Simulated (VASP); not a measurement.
Here is a VASP 6.6.1 calculation.

Contents of POSCAR:

```
Sc
1.0
    4.7645124357      0.0000000000      0.0000000000
   -2.3822562178      4.1261888060      0.0000000000
    0.0000000000      0.0000000000      2.9460598310
Sc
3
Direct
    0.0000000000      0.0000000000      0.0000000000
    0.3333333333      0.6666666667      0.5000000000
    0.6666666667      0.3333333333      0.5000000000
```

File INCAR.step1:

```
SYSTEM = Sc
ALGO = Normal ; EDIFF = 1E-4
ENCUT = 600 ; GGA = PE
ISMEAR = 0 ; LASPH = .TRUE.
LCHARG = .FALSE. ; LREAL = .FALSE.
LWAVE = .TRUE. ; NELM = 80
PREC = Accurate ; SIGMA = 0.1
```

INCAR.step2

```
SYSTEM = Sc
ALGO = Normal ; EDIFF = 1E-7
EDIFFG = -0.05 ; ENCUT = 600
IBRION = 2 ; ISIF = 3
ISMEAR = 0 ; ISTART = 1
LASPH = .TRUE. ; LCHARG = .FALSE.
LMIXTAU = .TRUE. ; LREAL = .FALSE.
LWAVE = .FALSE. ; METAGGA = R2SCAN
NELM = 80 ; NSW = 80
PREC = Accurate ; SIGMA = 0.1
```

The input KPOINTS:

```
k-points
0
G
  6 6 6
  0 0 0
```

Potentials or basis: VASP PAW PBE potentials, release 64 (Sc_sv).

Run with:

```console
$ cat potpaw_PBE.64/Sc_sv/POTCAR > POTCAR
$ cp INCAR.step1 INCAR
$ mpirun -np 1 vasp_std > vasp.out
$ cp INCAR.step2 INCAR
$ mpirun -np 1 vasp_std > vasp.out
```

Problem. Predict the space group after relaxing (to 0.1 Å).

Solution. P6/mmm (No. 191).

Problem. Predict the band gap on the k mesh.

Solution. Zero (an odd number of electrons rules out a gap without spin polarisation).

Problem. Estimate the relaxed cell.

Solution. a = 5.161 Å, b = 5.161 Å, c = 3.220 Å, α = 90.00°, β = 90.00°, γ = 120.00°.

Problem. What does it give for the relaxed volume?

Solution. 24.76 Å³/atom.

Stress tensor (GPa, compression positive):
```
-0.09  0.00  0.00
 0.00 -0.09  0.00
 0.00  0.00  0.19
```

Caveat: the volume moved by over 15 % at a fixed basis, so the end points are rough; the PAW data sets were made with another functional, which shifts forces and pressure a little.
